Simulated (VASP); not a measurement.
Zr:

```
CELL_PARAMETERS angstrom
-1.84427 1.86024 1.77457
1.87912 -1.87150 1.82068
1.75054 1.77777 -1.78583
ATOMIC_POSITIONS crystal
Zr 0.02239 0.99601 0.01201
```

This cell differs from its parent crystal: the cell strained at random.

Base run:

* Program: VASP 6.6.1
* Functional: PBEsol
* Potentials or basis: VASP PAW PBE potentials, release 64 (Zr_sv)
* Cutoff: 520 eV
* k mesh: 10 × 10 × 10
* Occupations: fermi-dirac, width 0.05 eV
* Spin: no spin polarisation

Its results: band gap on the k mesh zero (band 6 reaches 9.33 eV, above the bottom of band 7 at 7.77 eV); pressure -6.9 GPa.

**Question.** The run is repeated on the same cell with these changes: functional from PBEsol to PBE. What comes out?

**Answer.** Band gap on the k mesh zero (band 6 reaches 9.47 eV, above the bottom of band 7 at 7.90 eV); pressure -3.3 GPa.

PBE binds less tightly than PBEsol, so the same cell stands under more pressure.

Caveats: the PAW data sets were made with another functional, which shifts forces and pressure a little (some runs).
